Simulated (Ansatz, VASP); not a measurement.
# One calculation of HgTe, two programs

The input INCAR:

```
SYSTEM = HgTe
PREC = Accurate
ENCUT = 520
EDIFF = 1E-8
ISMEAR = -1
SIGMA = 0.08
LREAL = .False.
LASPH = .True.
NELM = 60
ALGO = Normal
ISIF = 2
LWAVE = .False.
LCHARG = .False.
GGA = PE
LEFG = .True.
NBANDS = 16
```

KPOINTS

```
Automatic mesh
0
Gamma
  12 12 12
  0 0 0
```

Contents of POSCAR:

```
HgTe
1.0
    0.0000000000      2.9215000000      2.9215000000
    2.9215000000      0.0000000000      2.9215000000
    2.9215000000      2.9215000000      0.0000000000
Hg Te
1 1
Direct
    0.0000000000      0.0000000000      0.0000000000
    0.5000000000      0.5000000000      0.5000000000
```

Input for Ansatz:

```yaml
crystal:
  lattice:
    - [0.0, 2.9215, 2.9215]
    - [2.9215, 0.0, 2.9215]
    - [2.9215, 2.9215, 0.0]
  atoms:
    - { symbol: Hg, position: [0.0, 0.0, 0.0] }
    - { symbol: Te, position: [0.5, 0.5, 0.5] }
kpoints:
  mp_grid: { grid: [12, 12, 12] }
scf:
  occupations: { method: fermi_dirac, width: 0.08 }
hamiltonian:
  xc: pbe
  pseudopotentials: { kind: paw }
output:
  forces: true
  stress: true
  eigenvalues: true
  efg: { contact_densities: true }
basis:
  ecutwfc: 500
```

Alike in both runs: task electric field gradients; functional PBE; k mesh 12 × 12 × 12; occupations fermi-dirac, width 0.08 eV; no spin polarisation.

|  | VASP | Ansatz |
| --- | --- | --- |
| version | VASP 6.6.1 | Ansatz 0.2.0 |
| potentials or method | VASP PAW PBE potentials, release 64 (Hg, Te), cutoff 520 eV | PAW with Ansatz's default frozen-core files, scalar-relativistic |
| valence electrons in the cell | 18 | 36 |

VASP gave:

* pressure (GPa): 10.7

Q: Which values does Ansatz return?

A: Pressure (GPa): 10.4.

With one functional, cell and mesh, what is left measures potentials, basis and numerics. VASP's potentials hold 18 valence electrons a cell and Ansatz's 36, so a difference there can come from the potentials and not from the codes.

Neither program's run includes spin-orbit coupling.
